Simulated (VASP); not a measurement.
# Ti3Si (Fm-3m) in VASP: further runs

The runs below take Ti3Si through single point, with PBEsol.

Program: VASP 6.6.1. These are calculated values, not measurements. Logs are shortened: lines on timing, memory, paths and dates and some standing lists are left out, and cuts for length are marked.

## 1. The cell of the first run

It takes space group Fm-3m (No. 225, cubic). The conventional cell has a = 6.216 Å, b = 6.216 Å, c = 6.216 Å, α = 90.00°, β = 90.00°, γ = 90.00°. Ti (site symmetry -43m) has 10 Ti at 2.69 to 3.11 Å and 4 Si at 2.69 Å within 3.5 Å. Within 3.5 Å of Ti (site symmetry m-3m) lie 8 Ti at 2.69 Å and 6 Si at 3.11 Å. Si (site symmetry m-3m) has 14 Ti at 2.69 to 3.11 Å within 3.5 Å.

## 2. Single point, PBEsol, collinear spin

File INCAR:

```
PREC = Accurate ; ENCUT = 520
EDIFF = 1E-6 ; ISMEAR = 0
SIGMA = 0.15 ; LREAL = F
LASPH = T ; NELM = 150
ALGO = Normal ; ISIF = 2
LWAVE = F ; LCHARG = F
ISPIN = 2 ; MAGMOM = 0.19 0.19 0.8 0
LORBIT = 11 ; LMAXMIX = 4
GGA = PS ; NBANDS = 32
```

File KPOINTS:

```
Automatic mesh
0
Gamma
  14 14 14
```

File POSCAR:

```
Ti3Si
1.0
    0.0000000000      3.1079738390      3.1079738390
    3.1079738390      0.0000000000      3.1079738390
    3.1079738390      3.1079738390      0.0000000000
Ti Si
3 1
Direct
    0.7500000000      0.7500000000      0.7500000000
    0.2500000000      0.2500000000      0.2500000000
    0.0000000000      0.0000000000      0.0000000000
    0.5000000000      0.5000000000      0.5000000000
```

Potentials or basis: VASP PAW PBE potentials, release 64 (Ti_sv, Si).

On the command line:

```sh
cat potpaw_PBE.64/Ti_sv/POTCAR potpaw_PBE.64/Si/POTCAR > POTCAR
mpirun -np 1 vasp_std > vasp.out
```

OUTCAR:

```text
PREC = Accurate
   ENCUT = 520
   EDIFF = 1E-6
   ISMEAR = 0
   LREAL = F
   LASPH = T
   NELM = 150
   ISIF = 2
   ISPIN = 2
   LORBIT = 11
   GGA = PS

 ion  position               nearest neighbor table
   1  0.750  0.750  0.750-   4 2.69   4 2.69   4 2.69   3 2.69   4 2.69   3 2.69   3 2.69   3 2.69

   2  0.250  0.250  0.250-   3 2.69   3 2.69   3 2.69   3 2.69   4 2.69   4 2.69   4 2.69   4 2.69

   3  0.000  0.000  0.000-   1 2.69   1 2.69   1 2.69   1 2.69   2 2.69   2 2.69   2 2.69   2 2.69

   4  0.500  0.500  0.500-   2 2.69   2 2.69   2 2.69   1 2.69   2 2.69   1 2.69   1 2.69   1 2.69

  LATTYP: Found a face centered cubic cell.
 ALAT       =     6.2159476780

  Lattice vectors:

 A1 = (   0.0000000000,   3.1079738390,   3.1079738390)
 A2 = (   3.1079738390,   0.0000000000,   3.1079738390)
 A3 = (   3.1079738390,   3.1079738390,   0.0000000000)

Analysis of symmetry for initial positions (statically):
=====================================================================
 Subroutine PRICEL returns:
 Original cell was already a primitive cell.

 Routine SETGRP: Setting up the symmetry group for a
 face centered cubic supercell.

 Subroutine GETGRP returns: Found 48 space group operations
 (whereof 48 operations were pure point group operations)
 out of a pool of 48 trial point group operations.

The static configuration has the point symmetry O_h .

Analysis of symmetry for dynamics (positions and initial velocities):
=====================================================================
 Subroutine PRICEL returns:
 Original cell was already a primitive cell.

 Routine SETGRP: Setting up the symmetry group for a
 face centered cubic supercell.

 Subroutine GETGRP returns: Found 48 space group operations
 (whereof 48 operations were pure point group operations)
 out of a pool of 48 trial point group operations.

The dynamic configuration has the point symmetry O_h .

Analysis of structural, dynamic, and magnetic symmetry:
=====================================================================
 Subroutine PRICEL returns:
 Original cell was already a primitive cell.

 Routine SETGRP: Setting up the symmetry group for a
 face centered cubic supercell.

 Subroutine GETGRP returns: Found 48 space group operations
 (whereof 48 operations were pure point group operations)
 out of a pool of 48 trial point group operations.

The overall configuration has the point symmetry O_h .

 Subroutine INISYM returns: Found 48 space group operations
 (whereof 48 operations are pure point group operations),
 and found     1 'primitive' translations

----------------------------------------------------------------------------------------

                                     Primitive cell

  volume of cell :      60.0430

  direct lattice vectors                    reciprocal lattice vectors
     0.000000000  3.107973839  3.107973839    -0.160876515  0.160876515  0.160876515
     3.107973839  0.000000000  3.107973839     0.160876515 -0.160876515  0.160876515
     3.107973839  3.107973839  0.000000000     0.160876515  0.160876515 -0.160876515

  length of vectors
     4.395338755  4.395338755  4.395338755     0.278646298  0.278646298  0.278646298

  position of ions in fractional coordinates (direct lattice)
     0.750000000  0.750000000  0.750000000
     0.250000000  0.250000000  0.250000000
     0.000000000  0.000000000  0.000000000
     0.500000000  0.500000000  0.500000000

  ion indices of the primitive-cell ions
   primitive index   ion index
                 1           1
                 2           2
                 3           3
                 4           4

----------------------------------------------------------------------------------------

 KPOINTS: Automatic mesh

Automatic generation of k-mesh.
 Grid dimensions read from file:
 generate k-points for:   14   14   14

 Generating k-lattice:

  Cartesian coordinates                     Fractional coordinates (reciprocal lattice)
    -0.011491180  0.011491180  0.011491180     0.071428571  0.000000000  0.000000000
     0.011491180 -0.011491180  0.011491180     0.000000000  0.071428571  0.000000000
     0.011491180  0.011491180 -0.011491180     0.000000000  0.000000000  0.071428571

  Length of vectors
     0.019903307  0.019903307  0.019903307

  Shift w.r.t. Gamma in fractional coordinates (k-lattice)
     0.000000000  0.000000000  0.000000000

 Subroutine IBZKPT returns following result:
 ===========================================

 Found    104 irreducible k-points:

 Following reciprocal coordinates:
            Coordinates               Weight
  0.000000  0.000000  0.000000      1.000000
  0.071429  0.000000  0.000000      8.000000
  0.142857  0.000000  0.000000      8.000000
  0.214286  0.000000  0.000000      8.000000
  0.285714  0.000000  0.000000      8.000000
  0.357143  0.000000  0.000000      8.000000
[... 16 lines left out ...]
  0.214286  0.142857  0.000000     24.000000
  0.285714  0.142857  0.000000     24.000000
 [... further k-points ...]
   k-points           NKPTS =    104   k-points in BZ     NKDIM =    104   number of bands    NBANDS=     32
   number of dos      NEDOS =    301   number of ions     NIONS =      4
   total plane-waves  NPLWV =  46656
   dimension x,y,z NGX =    36 NGY =   36 NGZ =   36
   dimension x,y,z NGXF=    72 NGYF=   72 NGZF=   72
   ions per type =               3   1
   NGX,Y,Z   is equivalent  to a cutoff of  13.62, 13.62, 13.62 a.u.
   NGXF,Y,Z  is equivalent  to a cutoff of  27.23, 27.23, 27.23 a.u.
 SYSTEM =  unknown system
   PREC   = accura    normal or accurate (medium, high low for compatibility)
   ISTART =      0    job   : 0-new  1-cont  2-samecut
   ICHARG =      2    charge: 1-file 2-atom 10-const
   ISPIN  =      2    spin polarized calculation?
   LNONCOLLINEAR =      F non collinear calculations
   LSORBIT =      F    spin-orbit coupling
   LASPH  =      T    aspherical Exc in radial PAW
   ENCUT  =  520.0 eV  38.22 Ry    6.18 a.u.   8.17  8.17  8.17*2*pi/ulx,y,z
   NELM   =    150;   NELMIN=  2; NELMDL= -5     # of ELM steps
   EDIFF  = 0.1E-05   stopping-criterion for ELM
   LREAL  =      F    real-space projection
   EDIFFG = 0.1E-04   stopping-criterion for IOM
   NSW    =      0    number of steps for IOM
   IBRION =     -1    ionic relax: 0-MD 1-quasi-New 2-CG
   NFREE  =      0    steps in history (QN), initial steepest desc. (CG)
   ISIF   =      2    stress and relaxation
   ISYM   =      2    0-nonsym 1-usesym 2-fastsym
   POTIM  = 0.5000    time-step for ionic-motion
   TEBEG  =    0.0;   TEEND  =   0.0 temperature during run
   PSTRESS=    0.0 pullay stress
   NELECT =      40.0000    total number of electrons
   NUPDOWN=      -1.0000    fix difference up-down
   EMIN   =  10.00;   EMAX   =-10.00  energy-range for DOS
   EFERMI =   0.00;   METHOD = LEGACY
   ISMEAR =     0;   SIGMA  =   0.15  broadening in eV -4-tet -1-fermi 0-gaus
   EFERMI_NEDOS =   21; number of points for ismear=-14 and -15
   IALGO  =     38    algorithm
   IMIX   =      4    mixing-type and parameters
     AMIX     =   0.40;   BMIX     =  1.00
     AMIX_MAG =   1.60;   BMIX_MAG =  1.00
  volume/ion in A,a.u.               =      15.01       101.30
  Fermi-wavevector in a.u.,A,eV,Ry     =   1.429796  2.701923 27.814624  2.044317
  Thomas-Fermi vector in A             =   2.549711
   LORBIT       =     11    0 simple, 1 ext, 2 COOP (PROOUT), +10 PAW based schemes
   GGA     = PS    functional components
   LHFCALC =     F    Hartree Fock is set to
   AEXX    =    0.0000 exact exchange contribution
   IVDW    =     0    specifies the selected vdW correction
   LEPSILON=     F    determine dielectric tensor
   LRPA    =     F    only Hartree local field effects (RPA)
 spin polarized calculation
 Gauss-broadening in eV      SIGMA  =   0.15
  energy-cutoff  :      520.00
  volume of cell :       60.04
 maximum number of plane-waves:      1639
 NGX is ok and might be reduce to    36
   NGX = 17   NGY = 17   NGZ = 17

 number of electron      39.9999995 magnetization       1.2924330

 Free energy of the ion-electron system (eV)
  ---------------------------------------------------
  ext. energy  EPLUGINS =         0.00000000
  ---------------------------------------------------
  free energy    TOTEN  =       -32.27696244 eV

  energy without entropy =      -32.22798931  energy(sigma->0) =      -32.25247587

 E-fermi :   9.6286     XC(G=0): -12.0268

 val. band max:        9.6215037474   @ k =  -0.4286   0.4286   0.1429
 cond. band min:       9.6347336038   @ k =  -0.3571   0.5000   0.1429
 fundamental gap:      0.0132298564
 Fermi energy:         9.6285578574

 spin component 1

 k-point     1 :       0.0000    0.0000    0.0000
  band No.  band energies     occupation
      1     -46.7487      1.00000
      2     -46.6024      1.00000
      3     -46.4266      1.00000
      4     -23.2082      1.00000
      5     -23.2082      1.00000
      6     -23.2082      1.00000
[... 24 lines left out ...]
     31      14.3523      0.00000
     32      14.3523      0.00000

 k-point     2 :       0.0714    0.0000    0.0000
  band No.  band energies     occupation
      1     -46.7458      1.00000
      2     -46.6031      1.00000
      3     -46.4288      1.00000
      4     -23.2286      1.00000
      5     -23.2182      1.00000
      6     -23.2182      1.00000
[... 24 lines left out ...]
     31      14.4087      0.00000
     32      14.5539      0.00000
[... 733 lines left out ...]
     31      14.9896      0.00000
     32      15.1596      0.00000

 k-point    24 :       0.2857    0.1429    0.0000
  band No.  band energies     occupation
      1     -46.7101      1.00000
      2     -46.6120      1.00000
      3     -46.4563      1.00000
      4     -23.3261      1.00000
      5     -23.3211      1.00000
      6     -23.2272      1.00000
[... 24 lines left out ...]
     31      14.4351      0.00000
     32      14.9503      0.00000

 [... further k-points ...]

 spin component 2

 k-point     1 :       0.0000    0.0000    0.0000
  band No.  band energies     occupation
      1     -46.5587      1.00000
      2     -46.4683      1.00000
      3     -45.8856      1.00000
      4     -22.9867      1.00000
      5     -22.9867      1.00000
      6     -22.9867      1.00000
[... 24 lines left out ...]
     31      14.5369      0.00000
     32      14.5369      0.00000

 k-point     2 :       0.0714    0.0000    0.0000
  band No.  band energies     occupation
      1     -46.5569      1.00000
      2     -46.4691      1.00000
      3     -45.8867      1.00000
      4     -23.0035      1.00000
      5     -22.9908      1.00000
      6     -22.9908      1.00000
[... 24 lines left out ...]
     31      14.5930      0.00000
     32      14.7381      0.00000
[... 733 lines left out ...]
     31      15.3451      0.00000
     32      15.4653      0.00000

 k-point    24 :       0.2857    0.1429    0.0000
  band No.  band energies     occupation
      1     -46.5360      1.00000
      2     -46.4779      1.00000
      3     -45.8994      1.00000
      4     -23.0762      1.00000
      5     -23.0749      1.00000
      6     -22.9811      1.00000
[... 24 lines left out ...]
     31      14.6878      0.00000
     32      15.2849      0.00000

 [... further k-points ...]

------------------------ aborting loop because EDIFF is reached ----------------------------------------

  FORCE on cell =-STRESS in cart. coord.  units (eV):
  Direction    XX          YY          ZZ          XY          YZ          ZX
  --------------------------------------------------------------------------------------
  -------------------------------------------------------------------------------------
  Total       -0.0493853     -0.0493853     -0.0493853      0.0000000      0.0000000     -0.0000000
  in kB       -1.3177913     -1.3177913     -1.3177913      0.0000000      0.0000000     -0.0000000
  external PRESSURE =      -1.3177913 kB  Pullay stress =       0.0000000 kB

 VOLUME and BASIS-vectors are now :
 -----------------------------------------------------------------------------
  energy-cutoff  :      520.00
  volume of cell :       60.04
      direct lattice vectors                 reciprocal lattice vectors
     0.000000000  3.107973839  3.107973839    -0.160876515  0.160876515  0.160876515
     3.107973839  0.000000000  3.107973839     0.160876515 -0.160876515  0.160876515
     3.107973839  3.107973839  0.000000000     0.160876515  0.160876515 -0.160876515

 POSITION                                       TOTAL-FORCE (eV/Angst)
 -----------------------------------------------------------------------------------
      4.66196      4.66196      4.66196        -0.000000     -0.000000     -0.000000
      1.55399      1.55399      1.55399         0.000000      0.000000      0.000000
      0.00000      0.00000      0.00000         0.000000     -0.000000      0.000000
      3.10797      3.10797      3.10797         0.000000     -0.000000      0.000000
 -----------------------------------------------------------------------------------
    total drift:                                0.000000      0.000000      0.000000

  FREE ENERGIE OF THE ION-ELECTRON SYSTEM (eV)
  ---------------------------------------------------
  free  energy   TOTEN  =       -32.2769624394 eV

  energy  without entropy=      -32.2279893076  energy(sigma->0) =      -32.25247587

 total charge

# of ion       s       p       d       tot
------------------------------------------
    1        2.209   6.157   2.012  10.378
    2        2.209   6.157   2.012  10.378
    3        2.260   6.091   2.119  10.470
    4        0.723   0.905   0.000   1.628
--------------------------------------------------
tot          7.401  19.311   6.142  32.854

 magnetization (x)

# of ion       s       p       d       tot
------------------------------------------
    1        0.001   0.025   0.136   0.162
    2        0.001   0.025   0.136   0.162
    3        0.008   0.021   0.666   0.695
    4       -0.004  -0.016   0.000  -0.019
--------------------------------------------------
tot          0.007   0.056   0.937   1.001
```

It took 10 min on 1 thread of Intel Xeon 8259CL, shared host; peak memory 0.43 GiB.

What came out:

```
Free energy                                           : -32.2770 eV
Pressure                                              : -0.1 GPa
Net moment                                            : 1.29 μB per cell
Site moments                                          : Ti +0.16, +0.69 (each value once); Si -0.02 μB
Valence electrons inside the program's atomic spheres : Ti 10.38, 10.47 (each value once); Si 1.63
```

Caveat: the PAW data sets were made with another functional, which shifts forces and pressure a little.

## 3. Single point, PBEsol, collinear spin

File INCAR:

```
SYSTEM = Ti3Si
ALGO = Normal ; EDIFF = 1E-7
ENCUT = 520 ; GGA = PS
ISIF = 2 ; ISMEAR = 0
ISPIN = 2 ; LASPH = .True.
LCHARG = .False. ; LMAXMIX = 4
LORBIT = 11 ; LREAL = .False.
LWAVE = .False. ; MAGMOM = 0.19 0.19 0.88 0
NBANDS = 32 ; NELM = 150
PREC = Accurate ; SIGMA = 0.1
```

File KPOINTS:

```
k-points
0
Gamma
  12 12 12
  0 0 0
```

File POSCAR:

```
Ti3Si
1.0
    0.0000000000      3.1079738408      3.1079738408
    3.1079738408      0.0000000000      3.1079738408
    3.1079738408      3.1079738408      0.0000000000
Ti Si
3 1
Direct
    0.7500000000      0.7500000000      0.7500000000
    0.2500000000      0.2500000000      0.2500000000
    0.0000000000      0.0000000000      0.0000000000
    0.5000000000      0.5000000000      0.5000000000
```

Potentials or basis: VASP PAW PBE potentials, release 64 (Ti_sv, Si).

On the command line:

```sh
cat potpaw_PBE.64/Ti_sv/POTCAR potpaw_PBE.64/Si/POTCAR > POTCAR
mpirun -np 1 vasp_std > vasp.out
```

It took 11 min on 1 thread of Oxide Virtual Turin-like, shared host; peak memory 0.33 GiB.

The run converged. Its results:

```yaml
Free_energy: -32.2642 eV
Pressure: -0.1 GPa
Net_moment: 1.40 μB per cell
Site_moments: Ti +0.18, +0.75 (each value once); Si -0.02 μB
Valence_electrons_inside_the_program's_atomic_spheres: Ti 10.38, 10.47 (each value once); Si 1.63
```

Levels at points of the mesh, in eV from the Fermi level:
Spin up:
```tsv
k point	band 17	band 18	band 19	band 20	band 21	band 22	band 23	band 24	band 25	band 26
(0.00, 0.00, 0.00)	-2.27	-2.27	-0.39	-0.39	-0.39	2.18	2.23	2.23	2.23	3.07
(0.50, 0.00, 0.00)	-0.83	-0.78	-0.78	-0.35	-0.35	0.48	0.78	0.78	2.60	2.60
(0.50, 0.50, 0.00)	-1.98	-1.98	-0.57	-0.57	-0.43	0.82	1.10	1.10	2.23	2.32
```
Spin down:
```
           k point  band 15  band 16  band 17  band 18  band 19  band 20  band 21  band 22  band 23  band 24
(0.00, 0.00, 0.00)    -2.79    -2.79    -2.08    -2.08     0.25     0.25     0.25     2.40     2.40     2.40
(0.50, 0.00, 0.00)    -2.97    -2.97    -0.32    -0.29    -0.29    -0.14    -0.14     0.73     0.97     0.97
(0.50, 0.50, 0.00)    -2.17    -2.04    -1.91    -1.91    -0.33    -0.04    -0.04     1.20     1.42     1.42
```

Caveat: the PAW data sets were made with another functional, which shifts forces and pressure a little.
